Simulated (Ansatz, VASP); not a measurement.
**Two plane-wave programs on TiC**

File INCAR:

```
PREC = Accurate
ENCUT = 600
EDIFF = 1E-6
ISMEAR = 0
SIGMA = 0.02
LREAL = F
LASPH = T
NELM = 120
ALGO = Normal
ISIF = 2
LWAVE = F
LCHARG = F
GGA = PE
NBANDS = 15
GGA_COMPAT = F
```

KPOINTS

```
Automatic mesh
0
Gamma
  14 14 14
```

The input POSCAR:

```
TiC
1.0
    0.0000000000      2.2687000000      2.2687000000
    2.2687000000      0.0000000000      2.2687000000
    2.2687000000      2.2687000000      0.0000000000
Ti C
1 1
Direct
    0.0000000000      0.0000000000      0.0000000000
    0.2500000000      0.2500000000      0.2500000000
```

Input for Ansatz:

```yaml
crystal:
  lattice:
    - [0.0, 2.2687, 2.2687]
    - [2.2687, 0.0, 2.2687]
    - [2.2687, 2.2687, 0.0]
  atoms:
    - { symbol: Ti, position: [0.0, 0.0, 0.0] }
    - { symbol: C, position: [0.25, 0.25, 0.25] }
basis:
  ecutwfc: 420
kpoints:
  mp_grid: { grid: [14, 14, 14] }
hamiltonian:
  xc: pbe
scf:
  occupations: { method: gaussian, width: 0.02 }
output:
  forces: true
  stress: true
  eigenvalues: true
```

Alike in both runs: task single point; functional PBE; k mesh 14 × 14 × 14; occupations gaussian, width 0.02 eV; no spin polarisation.

```csv
,VASP,Ansatz
version,VASP 6.6.1,Ansatz 0.2.0
potentials or method,"VASP PAW PBE potentials, release 64 (Ti_sv, C), cutoff 600 eV","scalar-relativistic, plane waves, PAW"
valence electrons in the cell,16,16
```

Ansatz gave:

* gap on the k mesh at the Fermi level (eV): 0.30
* least direct gap on the mesh (eV): 0.30
* pressure (GPa): 25.6

What did VASP give for the same quantities?

gap on the k mesh at the Fermi level (eV): 0.31; least direct gap on the mesh (eV): 0.31; pressure (GPa): 25.5.

The functional is the same, so the differences come from potentials, cutoffs and numerics.
